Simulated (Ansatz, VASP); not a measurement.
Two plane-wave programs on Cr

```xyz
1
Lattice="2.3388 0.0000 0.0000 0.0000 2.3388 0.0000 0.0000 0.0000 2.3388" Properties=species:S:1:pos:R:3 pbc="T T T"
Cr    0.0000    0.0000    0.0000
```

Alike in both runs: functional PBE; k mesh 18 × 18 × 18; occupations gaussian, width 0.1 eV; no spin polarisation.

Ansatz relaxed the structure, and its values are those at the end. VASP's run is a single point on that final structure, the one shown.

```csv
,VASP,Ansatz
version,VASP 6.6.1,Ansatz 0.2.0
potentials or method,"VASP PAW PBE potentials, release 64 (Cr_pv), cutoff 520 eV","scalar-relativistic, plane waves, PAW"
valence electrons in the cell,12,14
```

|  | VASP | Ansatz | Ansatz less VASP |
| --- | --- | --- | --- |
| gap on the k mesh at the Fermi level (eV) | none | none | - |
| pressure (GPa) | -0.2 | 0.0 | +0.19 |

A gap of «none» marks a metal or a gap that the smearing closes. With one functional, cell and mesh, what is left measures potentials, basis and numerics. VASP's potentials hold 12 valence electrons a cell and Ansatz's 14, so a difference there can come from the potentials and not from the codes.
